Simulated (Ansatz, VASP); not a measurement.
## MgSi2N2: VASP beside Ansatz

```
Mg Si N
1.0
     4.31123    0.00000    0.00000
    -2.15562    3.73364    0.00000
     0.00000    0.00000    3.65087
Mg Si N
1 2 2
Direct
  0.00000 0.00000 0.00000
  0.33333 0.66667 0.50000
  0.66667 0.33333 0.50000
  0.33333 0.66667 0.00000
  0.66667 0.33333 0.00000
```

Alike in both runs: functional PBE; k mesh 6 × 6 × 4; occupations gaussian, width 0.1 eV; no spin polarisation.

Ansatz relaxed the structure, and its values are those at the end. VASP's run is a single point on that final structure, the one shown.

|  | VASP | Ansatz |
| --- | --- | --- |
| version | VASP 6.6.1 | Ansatz 0.2.0 |
| potentials or method | VASP PAW PBE potentials, release 64 (Mg_sv, Si, N), cutoff 750 eV | scalar-relativistic, plane waves, PAW |
| valence electrons in the cell | 28 | 28 |

|  | VASP | Ansatz | Ansatz less VASP |
| --- | --- | --- | --- |
| gap on the k mesh at the Fermi level (eV) | none | none | - |
| pressure (GPa) | -0.3 | 0.0 | +0.33 |

A gap of «none» marks a metal or a gap that the smearing closes. With one functional, cell and mesh, what is left measures potentials, basis and numerics.

The k mesh is coarse, so the values compare programs but aren't converged.
